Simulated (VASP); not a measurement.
Hg:

```
Hg
1.0
     0.00000    2.39191    2.39191
     2.39191    0.00000    2.39191
     2.39191    2.39191    0.00000
Hg
1
Direct
  0.00000 0.00000 0.00000
```

Base run:

| Item | Value |
| --- | --- |
| Program | VASP 6.6.1 |
| Functional | PBEsol |
| Potentials or basis | VASP PAW PBE potentials, release 64 (Hg) |
| Cutoff | 520 eV |
| k mesh | 8 × 8 × 8 |
| Occupations | gaussian, width 0.1 eV |
| Spin | no spin polarisation |

Its results: band gap on the k mesh zero (band 6 reaches 1.37 eV, above the bottom of band 7 at 0.42 eV); pressure -1.8 GPa.

**Question.** After a change of settings the same cell gave: band gap on the k mesh zero (band 6 reaches 1.54 eV, above the bottom of band 7 at 0.65 eV); pressure -0.7 GPa. Which change was it?
A. functional from PBEsol to PBE; cutoff from 520 eV to 400 eV; further incar settings from ALGO = Normal; EDIFF = 1e-07; NBANDS = 12 to ALGO = Normal; EDIFF = 1e-08; NBANDS = 12
B. functional from PBEsol to revPBE
C. functional from PBEsol to PBE; k mesh from 8 × 8 × 8 to 4 × 4 × 4
D. functional from PBEsol to PBE; occupations from gaussian, width 0.1 eV to tetrahedron

**Answer.** C.

Caveats: some runs use coarse meshes; spin-orbit coupling is left out, which moves the levels of the heavy elements; the PAW data sets were made with another functional, which shifts forces and pressure a little (some runs).
